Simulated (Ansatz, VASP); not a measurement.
**Two plane-wave programs on As**

The input INCAR:

```
SYSTEM = As
ALGO = Normal
DIPOL = 0.5 0.5 0.500
EDIFF = 1E-6
ENCUT = 520
IDIPOL = 3
ISIF = 2
ISMEAR = 0
LASPH = .True.
LCHARG = .False.
LDIPOL = .True.
LREAL = .False.
LWAVE = .False.
NBANDS = 12
NELM = 60
PREC = Accurate
SIGMA = 0.02
```

KPOINTS

```
k-points
0
Gamma
  9 9 1
  0 0 0
```

Contents of POSCAR:

```
As
1.0
    3.5760000000      0.0000000000      0.0000000000
   -1.7880000000      3.0969068439      0.0000000000
    0.0000000000      0.0000000000     28.0000000000
As
2
Direct
    0.3333333333      0.6666666667      0.5158571429
    0.6666666667      0.3333333333      0.4841428571
```

Input for Ansatz:

```yaml
crystal:
  lattice:
    - [3.576, 0.0, 0.0]
    - [-1.788, 3.0969068439, 0.0]
    - [0.0, 0.0, 28.0]
  atoms:
    - { symbol: As, position: [0.3333333333, 0.6666666667, 0.5158571429] }
    - { symbol: As, position: [0.6666666667, 0.3333333333, 0.4841428571] }
  periodic: [true, true, false]
basis:
  ecutwfc: 420
kpoints:
  mp_grid: { grid: [9, 9, 1] }
hamiltonian:
  xc: lda
scf:
  occupations: { method: gaussian, width: 0.02 }
output:
  forces: true
  stress: true
  eigenvalues: true
```

Alike in both runs: task single point; functional LDA; k mesh 9 × 9 × 1; occupations gaussian, width 0.02 eV; no spin polarisation.

|  | VASP | Ansatz |
| --- | --- | --- |
| version | VASP 6.6.1 | Ansatz 0.2.0 |
| potentials or method | VASP PAW LDA potentials, release 64 (As), cutoff 520 eV | scalar-relativistic, plane waves, PAW |
| valence electrons in the cell | 10 | 30 |

VASP gave:

- gap on the k mesh at the Fermi level (eV): none
- rms of the force components (eV/Å): 2.913

Question: What did Ansatz give for the same quantities?

Answer: gap on the k mesh at the Fermi level (eV): none; rms of the force components (eV/Å): 2.835.

LDA's correlation is that of Perdew and Zunger in VASP and of Perdew and Wang (1992) in Ansatz. Atom by atom the forces differ by 0.078 eV/Å (rms over components). A gap of «none» marks a metal or a gap that the smearing closes. VASP's potentials hold 10 valence electrons a cell and Ansatz's 30, so a difference there can come from the potentials and not from the codes.
